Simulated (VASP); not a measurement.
Crystal: Sr2Os.

```
CELL_PARAMETERS angstrom
0.00000 3.69437 3.69437
3.69437 0.00000 3.69437
3.69437 3.69437 0.00000
ATOMIC_POSITIONS crystal
Sr 0.75000 0.75000 0.75000
Sr 0.25000 0.25000 0.25000
Os 0.00000 0.00000 0.00000
```

The cell was generated, and may not be a known phase.

* Program: VASP 6.6.1
* Task: relaxation of cell and atoms
* Functional: PBE
* Potentials or basis: VASP PAW PBE potentials, release 64 (Sr_sv, Os)
* Cutoff: 600 eV
* k mesh: 12 × 12 × 12
* Occupations: gaussian, width 0.1 eV
* Spin: no spin polarisation

At the start: pressure -1.7 GPa; volume 33.61 Å³/atom.

Task: How do energy, volume and symmetry change on relaxing?

Result: Over 3 steps the energy falls by 9.7 meV/atom and the volume is 31.84 Å³/atom (-5.3 %); space group Fm-3m (No. 225, to 0.1 Å) before and after.

The path:
| step | energy change (eV) | largest force (eV/Å) | pressure (GPa) | volume (Å³) |
| --- | --- | --- | --- | --- |
| 1 | 0.0000 | 0.0000 | -1.68 | 100.84 |
| 2 | -0.0290 | 0.0000 | -0.09 | 95.77 |
| 3 | -0.0291 | 0.0000 | 0.05 | 95.53 |

Final structure:
```cif
data_structure
_symmetry_space_group_name_H-M 'P 1'
_symmetry_Int_Tables_number 1
_cell_length_a 5.1312
_cell_length_b 5.1312
_cell_length_c 5.1312
_cell_angle_alpha 60.000
_cell_angle_beta 60.000
_cell_angle_gamma 60.000
_cell_volume 95.53
loop_
_atom_site_label
_atom_site_type_symbol
_atom_site_fract_x
_atom_site_fract_y
_atom_site_fract_z
_atom_site_occupancy
Sr1 Sr 0.75000 0.75000 0.75000 1
Sr2 Sr 0.25000 0.25000 0.25000 1
Os1 Os 0.00000 0.00000 0.00000 1
```
